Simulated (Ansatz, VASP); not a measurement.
## Two plane-wave programs on Zn2Ge3

```
Zn Ge
1.0
     4.87045    0.00000    0.00000
     0.00000    4.87045    0.00000
     0.00000    0.00000    4.87045
Zn Ge
2 3
Direct
  0.00000 0.00000 0.00000
  0.50000 0.50000 0.50000
  0.50000 0.00000 0.00000
  0.00000 0.50000 0.00000
  0.00000 0.00000 0.50000
```

Alike in both runs: functional PBE; k mesh 4 × 4 × 4; occupations gaussian, width 0.1 eV; no spin polarisation.

Ansatz relaxed the structure, and its values are those at the end. VASP's run is a single point on that final structure, the one shown.

|  | VASP | Ansatz |
| --- | --- | --- |
| version | VASP 6.6.1 | Ansatz 0.2.0 |
| potentials or method | VASP PAW PBE potentials, release 64 (Zn, Ge_d), cutoff 520 eV | scalar-relativistic, plane waves, PAW |
| valence electrons in the cell | 66 | 66 |

```tsv
	VASP	Ansatz	Ansatz less VASP
gap on the k mesh at the Fermi level (eV)	none	none	-
pressure (GPa)	0.1	0.0	-0.07
```

A gap of «none» marks a metal or a gap that the smearing closes.
